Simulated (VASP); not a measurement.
Set up this calculation in VASP 6.6.1, as the native input.

```yaml
Task: single point
Functional: PBEsol
Potentials_or_basis: VASP PAW PBE potentials, release 64 (Cd, Te)
Cutoff: 500 eV
k_mesh: 6 × 6 × 6
Occupations: gaussian, width 0.01 eV
Spin: no spin polarisation
Dipole_correction: no
Further_INCAR_settings: ALGO = Normal; EDIFF = 1e-06; NBANDS = 16
```

The structure of CdTe lies in POSCAR:

```
CdTe
1.0
    0.0000000000      3.1726240491      3.1726240491
    3.1726240491      0.0000000000      3.1726240491
    3.1726240491      3.1726240491      0.0000000000
Cd Te
1 1
Direct
    0.0000000000      0.0000000000      0.0000000000
    0.2500000000      0.2500000000      0.2500000000
```

The input as run:

INCAR

```
ALGO = Normal
EDIFF = 1E-6
ENCUT = 500
GGA = PS
GGA_COMPAT = F
ISIF = 2
ISMEAR = 0
LASPH = T
LCHARG = F
LREAL = F
LWAVE = F
NBANDS = 16
NELM = 120
PREC = Accurate
SIGMA = 0.01
```

KPOINTS

```
k-points
0
Gamma
  6 6 6
```

Potentials or basis: VASP PAW PBE potentials, release 64 (Cd, Te).

The run is started by

```sh
$ cat potpaw_PBE.64/Cd/POTCAR potpaw_PBE.64/Te/POTCAR > POTCAR
$ mpirun -np 1 vasp_std > vasp.out
```

Results of the run:

The pressure is 3.5 GPa and the band gap on the k mesh is 0.85 eV, direct.

Caveat: the PAW data sets were made with another functional, which shifts forces and pressure a little; spin-orbit coupling is left out, which moves the levels of the heavy elements.

Wall time 7.6 s on 1 thread of Intel(R) Xeon(R) 6975P-C (Granite Rapids), with other jobs on the host, peak memory 0.2 GiB.
